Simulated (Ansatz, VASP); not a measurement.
# One calculation of V, two programs

File INCAR:

```
SYSTEM = V
PREC = Accurate ; ENCUT = 450
EDIFF = 1E-7 ; ISMEAR = 0
SIGMA = 0.1 ; LREAL = .False.
LASPH = .True. ; NELM = 200
ALGO = Normal ; ISIF = 2
LWAVE = .False. ; LCHARG = .False.
ISPIN = 2 ; MAGMOM = 0.51
LORBIT = 11 ; LMAXMIX = 4
GGA = PE ; IBRION = 2
NSW = 30 ; EDIFFG = -0.004
GGA_COMPAT = .False. ; NELMIN = 4
```

File KPOINTS:

```
regular mesh
0
Gamma
  6 6 6
  0 0 0
```

Contents of POSCAR:

```
V
1.0
   -1.5130000000      1.5130000000      1.5130000000
    1.5130000000     -1.5130000000      1.5130000000
    1.5130000000      1.5130000000     -1.5130000000
V
1
Direct
    0.0000000000      0.0000000000      0.0000000000
```

Input for Ansatz:

```yaml
crystal:
  lattice:
    - [-1.513, 1.513, 1.513]
    - [1.513, -1.513, 1.513]
    - [1.513, 1.513, -1.513]
  atoms:
    - { symbol: V, position: [0.0, 0.0, 0.0], spin: 0.51 }
basis:
  ecutwfc: 420
kpoints:
  mp_grid: { grid: [6, 6, 6] }
hamiltonian:
  xc: pbe
scf:
  occupations: { method: gaussian, width: 0.1 }
  lower_state_search: "off"
output:
  forces: true
  stress: true
  eigenvalues: true
  populations: true
magnetization:
  spin_polarized: true
relax:
  adjacent_minimum: "off"
  f_tol: 0.004
  max_steps: 10
```

Alike in both runs: task relaxation of the atoms; functional PBE; k mesh 6 × 6 × 6; occupations gaussian, width 0.1 eV; collinear spin.

|  | VASP | Ansatz |
| --- | --- | --- |
| version | VASP 6.6.1 | Ansatz 0.2.0 |
| potentials or method | VASP PAW PBE potentials, release 64 (V_sv), cutoff 450 eV | scalar-relativistic, plane waves, PAW |
| valence electrons in the cell | 13 | 13 |

Ansatz gave:

```
gap on the k mesh at the Fermi level, each at its own relaxed structure (eV) : none
net moment per atom (μB)                                                     : 0.62
size of the moment on the site where the two differ most (μB)                : 0.46
```

What did VASP give for the same quantities?

gap on the k mesh at the Fermi level, each at its own relaxed structure (eV): none; net moment per atom (μB): 0.62; size of the moment on the site where the two differ most (μB): 0.49.

Site moments also hang on the region over which each program counts them. A gap of «none» marks a metal or a gap that the smearing closes. Ansatz's warnings: stress scf threshold loose.

The k mesh is coarse, so the values compare programs but aren't converged. Noted on VASP's run: the relaxation stopped at its first step, so nothing moved.
